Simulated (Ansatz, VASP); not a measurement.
## One calculation of Sn, two programs

Contents of INCAR:

```
SYSTEM = Sn
ALGO = Normal
EDIFF = 1E-6
ENCUT = 520
GGA = RP
ISIF = 2
ISMEAR = -1
LASPH = .True.
LCHARG = .True.
LELF = .True.
LREAL = .False.
LVHAR = .True.
LWAVE = .False.
NBANDS = 21
NELM = 80
PREC = Accurate
SIGMA = 0.1
```

The input KPOINTS:

```
k-points
0
Gamma
  13 13 13
  0 0 0
```

File POSCAR:

```
Sn
1.0
    0.0000000000      3.3222400949      3.3222400949
    3.3222400949      0.0000000000      3.3222400949
    3.3222400949      3.3222400949      0.0000000000
Sn
2
Direct
    0.5000000000      0.5000000000      0.5000000000
    0.7500000000      0.7500000000      0.7500000000
```

Input for Ansatz:

```yaml
crystal:
  lattice:
    - [0.0, 3.3222400949, 3.3222400949]
    - [3.3222400949, 0.0, 3.3222400949]
    - [3.3222400949, 3.3222400949, 0.0]
  atoms:
    - { symbol: Sn, position: [0.5, 0.5, 0.5] }
    - { symbol: Sn, position: [0.75, 0.75, 0.75] }
hamiltonian:
  xc: rpbe
  pseudopotentials:
    kind: paw
    azcp:
      Sn: "pseudopotentials/Sn.paw.azcp"
basis:
  ecutwfc: 420
  fft_grid_basis: typed
kpoints:
  mp_grid: { grid: [13, 13, 13], shift: [0, 0, 0] }
magnetization:
  spin_polarized: false
scf:
  occupations: { method: fermi_dirac, width: 0.1 }
output:
  stress: true
```

Alike in both runs: task single point; functional RPBE; k mesh 13 × 13 × 13; occupations fermi-dirac, width 0.1 eV; no spin polarisation.

|  | VASP | Ansatz |
| --- | --- | --- |
| version | VASP 6.6.1 | Ansatz 0.2.0 |
| potentials or method | VASP PAW PBE potentials, release 64 (Sn_d), cutoff 520 eV | plane waves (420 eV) with PAW, scalar-relativistic |
| valence electrons in the cell | 28 | 28 |

```tsv
	VASP	Ansatz	Ansatz less VASP
pressure (GPa)	1.4	1.4	+0.02
```

VASP's potentials were made for PBE, not for RPBE.
